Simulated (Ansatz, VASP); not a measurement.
**Two plane-wave programs on SnO**

The input INCAR:

```
SYSTEM = SnO
  PREC = Accurate
  ENCUT = 520
  EDIFF = 1E-6
  ISMEAR = -1
  SIGMA = 0.05
  LREAL = .False.
  LASPH = .True.
  NELM = 100
  ALGO = Normal
  ISIF = 2
  LWAVE = .False.
  LCHARG = .True.
  GGA = RE
  LELF = .True.
  LVHAR = .True.
  NBANDS = 28
```

The input KPOINTS:

```
regular mesh
0
Gamma
  7 7 6
  0 0 0
```

File POSCAR:

```
SnO
1.0
    3.8884925471      0.0000000000      0.0000000000
    0.0000000000      3.8884925471      0.0000000000
    0.0000000000      0.0000000000      4.9827594627
Sn O
2 2
Direct
    0.5000000000      0.0000000000      0.7646261400
    0.0000000000      0.5000000000      0.2353738600
    0.0000000000      0.0000000000      0.0000000000
    0.5000000000      0.5000000000      0.0000000000
```

File input.yaml:

```yaml
crystal:
  lattice:
    - [3.8884925471, 0.0, 0.0]
    - [0.0, 3.8884925471, 0.0]
    - [0.0, 0.0, 4.9827594627]
  atoms:
    - { symbol: Sn, position: [0.5, 0.0, 0.76462614] }
    - { symbol: Sn, position: [0.0, 0.5, 0.23537386] }
    - { symbol: O, position: [0.0, 0.0, 0.0] }
    - { symbol: O, position: [0.5, 0.5, 0.0] }
hamiltonian:
  xc: revpbe
  pseudopotentials: { kind: paw }
kpoints:
  mp_grid: { grid: [7, 7, 6] }
scf:
  occupations: { method: fermi_dirac, width: 0.05 }
output:
  forces: true
  stress: true
  eigenvalues: true
```

Alike in both runs: task single point; functional revPBE; k mesh 7 × 7 × 6; occupations fermi-dirac, width 0.05 eV; no spin polarisation.

|  | VASP | Ansatz |
| --- | --- | --- |
| version | VASP 6.6.1 | Ansatz 0.2.0 |
| potentials or method | VASP PAW PBE potentials, release 64 (Sn_d, O) | Ansatz PAW |
| plane-wave cutoff (eV) | 520 | 420 |
| valence electrons in the cell | 40 | 40 |

VASP gave:

- gap on the k mesh at the Fermi level (eV): 0.58
- least direct gap on the mesh (eV): 1.99
- pressure (GPa): 0.4
- rms of the force components (eV/Å): 0.076

Problem. What did Ansatz give for the same quantities?

Solution. gap on the k mesh at the Fermi level (eV): 0.57; least direct gap on the mesh (eV): 2.02; pressure (GPa): 0.2; rms of the force components (eV/Å): 0.106.

VASP's potentials were made for PBE, not for revPBE. Atom by atom the forces differ by 0.030 eV/Å (rms over components).

Noted on Ansatz's run: odd divisions of the mesh miss points on the zone boundary, where band edges often lie, so the gap on the mesh can be too wide.
